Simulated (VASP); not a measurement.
# HfB2: single point with pbe exchange, lyp correlation

HfB2:

```
Hf B
1.0
     3.05393    0.00000    0.00000
    -1.52696    2.64478    0.00000
     0.00000    0.00000    3.38461
Hf B
1 2
Direct
  0.00000 0.00000 0.00000
  0.33333 0.66667 0.50000
  0.66667 0.33333 0.50000
```

```yaml
Program: VASP 6.6.1
Task: single point
Functional: pbe exchange, lyp correlation
Potentials_or_basis: VASP PAW PBE potentials, release 64 (Hf_pv, B)
Cutoff: 500 eV
k_mesh: 11 × 11 × 8
Occupations: fermi-dirac, width 0.2 eV
Spin: no spin polarisation
Dipole_correction: no
Further_INCAR_settings: ALGO = Normal; EDIFF = 1e-06; NBANDS = 15
```

The pressure is 33.3 GPa and the band gap on the k mesh is zero (bands 8 and 9 overlap by 1.21 eV).

Stress tensor (GPa, compression positive):
```
32.42  0.00  0.00
 0.00 32.42  0.00
 0.00  0.00 34.92
```

Levels at points of the mesh, in eV from the Fermi level:
```
           k point  band 6  band 7  band 8  band 9  band 10  band 11
(0.00, 0.00, 0.00)   -3.07   -3.06   -2.68    4.43     4.43     5.03
(0.00, 0.00, 0.50)   -1.26   -1.26    0.42    0.42     1.10     1.10
```

Wall time 11 s on 1 thread of Intel(R) Xeon(R) 6975P-C (Granite Rapids) (shared host), peak memory 0.16 GiB.

Caveat: the cell stands under pressure; the PAW data sets were made with another functional, which shifts forces and pressure a little; spin-orbit coupling is left out, which moves the levels of the heavy elements.
